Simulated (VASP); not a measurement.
Write the native input for VASP 6.6.1 that does the following.

```yaml
Task: single point
Functional: PBE
Potentials_or_basis: VASP PAW PBE potentials, release 64 (Zr_sv, Ti_sv, C)
Cutoff: 520 eV
k_mesh: 12 × 12 × 12
Occupations: gaussian, width 0.1 eV
Spin: no spin polarisation
Dipole_correction: no
Further_INCAR_settings: ALGO = Normal; EDIFF = 1e-06; NBANDS = 42
```

The structure of ZrTi3C4 lies in POSCAR:

```
ZrTi3C4
1.0
   -2.2465282939      2.2465282939      4.4719904334
    2.2465282939     -2.2465282939      4.4719904334
    2.2465282939      2.2465282939     -4.4719904334
Zr Ti C
1 3 4
Direct
    0.5000000000      0.5000000000      0.0000000000
    0.0000000000      0.0000000000      0.0000000000
    0.7500000000      0.2500000000      0.5000000000
    0.2500000000      0.7500000000      0.5000000000
    0.2440961059      0.2440961059      0.0000000000
    0.0000000000      0.5000000000      0.5000000000
    0.7559038941      0.7559038941      0.0000000000
    0.5000000000      0.0000000000      0.5000000000
```

This cell differs from its parent crystal: volume scaled by 1.03, then relaxed in part.

These files were run (other wordings do the same):

INCAR

```
SYSTEM = ZrTi3C4
  PREC = Accurate
  ENCUT = 520
  EDIFF = 1E-6
  ISMEAR = 0
  SIGMA = 0.1
  LREAL = .False.
  LASPH = .True.
  NELM = 60
  ALGO = Normal
  ISIF = 2
  LWAVE = .False.
  LCHARG = .False.
  GGA = PE
  NBANDS = 42
```

KPOINTS

```
regular mesh
0
Gamma
  12 12 12
  0 0 0
```

Potentials or basis: VASP PAW PBE potentials, release 64 (Zr_sv, Ti_sv, C).

Command:

```bash
$ cat potpaw_PBE.64/Zr_sv/POTCAR potpaw_PBE.64/Ti_sv/POTCAR potpaw_PBE.64/C/POTCAR > POTCAR
$ mpirun -np 1 vasp_std > vasp.out
```

It gave:

* Pressure: -6.3 GPa
* Largest force: 0.003 eV/Å
* Band gap on the k mesh: zero (band 32 reaches 9.73 eV, above the bottom of band 33 at 8.67 eV)

Wall time 8.2 min on 1 thread of Intel(R) Xeon(R) 6975P-C (Granite Rapids) (shared host), peak memory 0.62 GiB.
